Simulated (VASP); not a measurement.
# GaP (F-43m) in VASP: a series of runs, part 3 of 3

VASP 6.6.1.

## Step 5: Single point, PBE

This run uses another cell than the first one, of 22.67 Å³/atom, 1.273 times its volume.

The input, INCAR:

```
SYSTEM = GaP
  PREC = Accurate
  ENCUT = 520
  EDIFF = 1E-6
  ISMEAR = 0
  SIGMA = 0.01
  LREAL = .False.
  LASPH = .True.
  NELM = 100
  ALGO = Normal
  ISIF = 2
  LWAVE = .False.
  LCHARG = .False.
  GGA = PE
  NBANDS = 16
```

The input, KPOINTS:

```
regular mesh
0
Gamma
  6 6 6
  0 0 0
```

The input, POSCAR:

```
GaP
1.0
    0.0000000000      2.8301689102      2.8301689102
    2.8301689102      0.0000000000      2.8301689102
    2.8301689102      2.8301689102      0.0000000000
Ga P
1 1
Direct
    0.0000000000      0.0000000000      0.0000000000
    0.2500000000      0.2500000000      0.2500000000
```

Potentials or basis: VASP PAW PBE potentials, release 64 (Ga_d, P).

Run with:

```sh
$ cat potpaw_PBE.64/Ga_d/POTCAR potpaw_PBE.64/P/POTCAR > POTCAR
$ mpirun -np 1 vasp_std > vasp.out
```

OUTCAR:

```text
SYSTEM = GaP
   PREC = Accurate
   ENCUT = 520
   EDIFF = 1E-6
   ISMEAR = 0
   LREAL = .False.
   LASPH = .True.
   NELM = 100
   ISIF = 2
   GGA = PE

 ion  position               nearest neighbor table
   1  0.000  0.000  0.000-   2 2.45   2 2.45   2 2.45   2 2.45
   2  0.250  0.250  0.250-   1 2.45   1 2.45   1 2.45   1 2.45

  LATTYP: Found a face centered cubic cell.
 ALAT       =     5.6603378204

  Lattice vectors:

 A1 = (   0.0000000000,   2.8301689102,   2.8301689102)
 A2 = (   2.8301689102,   0.0000000000,   2.8301689102)
 A3 = (   2.8301689102,   2.8301689102,   0.0000000000)

Analysis of symmetry for initial positions (statically):
[... 5 lines left out ...]
 face centered cubic supercell.

 Subroutine GETGRP returns: Found 24 space group operations
 (whereof 24 operations were pure point group operations)
 out of a pool of 48 trial point group operations.

The static configuration has the point symmetry T_d .

Analysis of symmetry for dynamics (positions and initial velocities):
[... 5 lines left out ...]
 face centered cubic supercell.

 Subroutine GETGRP returns: Found 24 space group operations
 (whereof 24 operations were pure point group operations)
 out of a pool of 48 trial point group operations.

The dynamic configuration has the point symmetry T_d .

 Subroutine INISYM returns: Found 24 space group operations
 (whereof 24 operations are pure point group operations),
 and found     1 'primitive' translations

----------------------------------------------------------------------------------------

                                     Primitive cell

  volume of cell :      45.3385

  direct lattice vectors                    reciprocal lattice vectors
     0.000000000  2.830168910  2.830168910    -0.176667901  0.176667901  0.176667901
     2.830168910  0.000000000  2.830168910     0.176667901 -0.176667901  0.176667901
     2.830168910  2.830168910  0.000000000     0.176667901  0.176667901 -0.176667901

[... 89 lines left out ...]
   ISMEAR =     0;   SIGMA  =   0.01  broadening in eV -4-tet -1-fermi 0-gaus
   EFERMI_NEDOS =   21; number of points for ismear=-14 and -15
   IALGO  =     38    algorithm
   IMIX   =      4    mixing-type and parameters
     AMIX     =   0.40;   BMIX     =  1.00
     AMIX_MAG =   1.60;   BMIX_MAG =  1.00
  volume/ion in A,a.u.               =      22.67       152.98
  Fermi-wavevector in a.u.,A,eV,Ry     =   1.203215  2.273747 19.697519  1.447727
  Thomas-Fermi vector in A             =   2.338975
   LORBIT       =      0    0 simple, 1 ext, 2 COOP (PROOUT), +10 PAW based schemes
   GGA     = PE    functional components
   LHFCALC =     F    Hartree Fock is set to
   AEXX    =    0.0000 exact exchange contribution
   IVDW    =     0    specifies the selected vdW correction
   LEPSILON=     F    determine dielectric tensor
   LRPA    =     F    only Hartree local field effects (RPA)
 non-spin polarized calculation
 Gauss-broadening in eV      SIGMA  =   0.01
  energy-cutoff  :      520.00
  volume of cell :       45.34
 maximum number of plane-waves:      1243
 NGX is ok and might be reduce to    30
   NGX = 15   NGY = 15   NGZ = 15

 number of electron      17.9999993 magnetization

 Free energy of the ion-electron system (eV)
  ---------------------------------------------------
  ext. energy  EPLUGINS =         0.00000000
  ---------------------------------------------------
  free energy    TOTEN  =        -9.04837098 eV

  energy without entropy =       -9.04837098  energy(sigma->0) =       -9.04837098

 E-fermi :   3.6375     XC(G=0):  -9.3230

 val. band max:        3.5711244666   @ k =   0.0000   0.0000   0.0000
 cond. band min:       4.4834644446   @ k =   0.0000   0.0000   0.0000
 fundamental gap:      0.9123399780
 Fermi energy:         3.6374843809

 k-point     1 :       0.0000    0.0000    0.0000
  band No.  band energies     occupation
      1     -10.8416      2.00000
      2     -10.8416      2.00000
      3     -10.8416      2.00000
      4     -10.7722      2.00000
      5     -10.7722      2.00000
      6      -8.1270      2.00000
[... 281 lines left out ...]
      3     -10.8000      2.00000
      4     -10.7853      2.00000
      5     -10.7631      2.00000
      6      -5.6128      2.00000
[... 8 lines left out ...]
     15      14.9524      0.00000
     16      16.4635      0.00000

------------------------ aborting loop because EDIFF is reached ----------------------------------------

  FORCE on cell =-STRESS in cart. coord.  units (eV):
  Direction    XX          YY          ZZ          XY          YZ          ZX
  --------------------------------------------------------------------------------------
  -------------------------------------------------------------------------------------
  Total       -1.5034668     -1.5034668     -1.5034668     -0.0000000      0.0000000     -0.0000000
  in kB      -53.1296991    -53.1296991    -53.1296991     -0.0000000      0.0000000     -0.0000000
  external PRESSURE =     -53.1296991 kB  Pullay stress =       0.0000000 kB

 VOLUME and BASIS-vectors are now :
 -----------------------------------------------------------------------------
  energy-cutoff  :      520.00
  volume of cell :       45.34
      direct lattice vectors                 reciprocal lattice vectors
     0.000000000  2.830168910  2.830168910    -0.176667901  0.176667901  0.176667901
     2.830168910  0.000000000  2.830168910     0.176667901 -0.176667901  0.176667901
     2.830168910  2.830168910  0.000000000     0.176667901  0.176667901 -0.176667901

 POSITION                                       TOTAL-FORCE (eV/Angst)
 -----------------------------------------------------------------------------------
      0.00000      0.00000      0.00000        -0.000000     -0.000000     -0.000000
      1.41508      1.41508      1.41508         0.000000      0.000000      0.000000
 -----------------------------------------------------------------------------------
    total drift:                                0.000002      0.000002      0.000002

  FREE ENERGIE OF THE ION-ELECTRON SYSTEM (eV)
  ---------------------------------------------------
  free  energy   TOTEN  =        -9.0483709760 eV

  energy  without entropy=       -9.0483709760  energy(sigma->0) =       -9.04837098
```

OSZICAR:

```text
N       E                     dE             d eps       ncg     rms          rms(c)
DAV:   1     0.841657904053E+02    0.84166E+02   -0.88799E+03   520   0.155E+03
DAV:   2    -0.277890639523E+01   -0.86945E+02   -0.82079E+02   600   0.316E+02
DAV:   3    -0.917779034557E+01   -0.63989E+01   -0.63831E+01   632   0.660E+01
DAV:   4    -0.929006727256E+01   -0.11228E+00   -0.11225E+00   632   0.963E+00
DAV:   5    -0.929250810831E+01   -0.24408E-02   -0.24407E-02   656   0.122E+00    0.376E+00
DAV:   6    -0.906645159089E+01    0.22606E+00   -0.37971E-01   792   0.929E+00    0.243E+00
DAV:   7    -0.904720205939E+01    0.19250E-01   -0.77187E-02   656   0.172E+00    0.102E+00
DAV:   8    -0.904776026290E+01   -0.55820E-03   -0.12108E-02   592   0.129E+00    0.126E-01
DAV:   9    -0.904819685430E+01   -0.43659E-03   -0.13281E-03   624   0.531E-01    0.898E-02
DAV:  10    -0.904828661179E+01   -0.89757E-04   -0.11308E-04   664   0.942E-02    0.485E-02
DAV:  11    -0.904837149838E+01   -0.84887E-04   -0.12376E-04   584   0.962E-02    0.592E-03
DAV:  12    -0.904837097600E+01    0.52239E-06   -0.41131E-06   608   0.237E-02
   1 F= -.90483710E+01 E0= -.90483710E+01  d E =-.587682E-23
```

It took 6.2 s on 1 thread of AMD EPYC 9R45 (Zen 5), shared host; peak memory 0.13 GiB.

What came out:

| Item | Value |
| --- | --- |
| Free energy | -9.0484 eV |
| Pressure | -5.3 GPa |
| Band gap on the k mesh | 0.91 eV, direct |

## Step 6: The runs side by side

| cell | gap on the mesh (eV) | pressure (GPa) |
| --- | --- | --- |
| a = 3.693 Å, angles 60.0°, 2 atoms | 1.35 | 17.2 |
| a = 3.748 Å, angles 60.0°, 2 atoms | 1.46 | 11.2 |
| a = 3.905 Å, angles 60.0°, 2 atoms | 1.50 | -0.7 |
| a = 4.002 Å, angles 60.0°, 2 atoms | 0.91 | -5.3 |

Alike in all rows: task single point; level PBE; potentials or basis VASP PAW PBE potentials, release 64 (Ga_d, P); no spin polarisation; k mesh 6 × 6 × 6; cutoff (eV) 520; smearing gaussian 0.01 eV.

Total energies depend on the potentials used, so only differences within one code and one set of settings carry meaning.

## Step 7: How close it comes

Step 4. Measured gap of GaP: 2.34 eV (indirect; 10 K; quoted in “Stacking defects in GaP nanowires: Electronic structure and optical properties”, 2018, arxiv:1810.01194). This calculation gives 1.50 eV (-0.84 eV). Spin-orbit coupling on Ga is left out. The value is that of PBE on a finite k mesh, which can miss the band edges, without temperature or zero-point motion. Semilocal functionals fall short of measured gaps as a rule.
